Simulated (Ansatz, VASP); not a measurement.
# GaIr2: VASP beside Ansatz

```
Ga Ir
1.0
     0.00000    3.67968    3.67968
     3.67968    0.00000    3.67968
     3.67968    3.67968    0.00000
Ga Ir
2 4
Cartesian
  3.6797 3.6797 3.6797
  5.5195 5.5195 5.5195
  0.9199 0.9199 0.9199
  0.9199 2.7598 2.7598
  2.7598 2.7598 0.9199
  2.7598 0.9199 2.7598
```

Alike in both runs: task relaxation of cell and atoms; functional PBE; k mesh 10 × 10 × 10; occupations gaussian, width 0.1 eV; no spin polarisation.

|  | VASP | Ansatz |
| --- | --- | --- |
| version | VASP 6.6.1 | Ansatz 0.2.0 |
| potentials or method | VASP PAW PBE potentials, release 64 (Ga_d, Ir), cutoff 600 eV | scalar-relativistic, plane waves, PAW |
| valence electrons in the cell | 62 | 94 |

Ansatz gave:

| Quantity | Value |
| --- | --- |
| gap on the k mesh at the Fermi level, each at its own relaxed structure (eV) | none |
| relaxed volume (Å³/atom) | 16.64 |
| relaxed cell length with the largest relative difference (Å) | 5.208 |

Task: Which values does VASP return?

Result: gap on the k mesh at the Fermi level, each at its own relaxed structure (eV): none; relaxed volume (Å³/atom): 16.67; relaxed cell length with the largest relative difference (Å): 5.211.

A gap of «none» marks a metal or a gap that the smearing closes. VASP's potentials hold 62 valence electrons a cell and Ansatz's 94, so a difference there can come from the potentials and not from the codes.

Spin-orbit coupling is off throughout.
